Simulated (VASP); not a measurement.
Here is a VASP 6.6.1 calculation.

Contents of INCAR:

```
ALGO = Normal
EDIFF = 1E-7
ENCUT = 520
GGA = PE
ISIF = 2
ISMEAR = 0
LASPH = T
LCHARG = F
LREAL = F
LWAVE = F
NBANDS = 20
NELM = 100
PREC = Accurate
SIGMA = 0.1
```

The input KPOINTS:

```
k-points
0
Gamma
  6 6 6
```

Contents of POSCAR:

```
TePd2
1.0
    2.2146720292      1.2786414922      3.6405690298
   -2.2146720292      1.2786414922      3.6405690298
    0.0000000000     -2.5572829845      3.6405690298
Te Pd
1 2
Direct
    0.0000000000      0.0000000000      0.0000000000
    0.7510485557      0.7510485557      0.7510485557
    0.2489514443      0.2489514443      0.2489514443
```

Potentials or basis: VASP PAW PBE potentials, release 64 (Te, Pd).

Launch:

```console
$ cat potpaw_PBE.64/Te/POTCAR potpaw_PBE.64/Pd/POTCAR > POTCAR
$ mpirun -np 1 vasp_std > vasp.out
```

(1) Predict the pressure.

(2) What does it give for the band gap on the k mesh?

(3) What does it give for the largest force?

## Answers

(1) -0.3 GPa.

(2) zero (band 13 reaches 10.23 eV, above the bottom of band 14 at 7.56 eV).

(3) 0.008 eV/Å.

Caveat: spin-orbit coupling is left out, which moves the levels of the heavy elements.
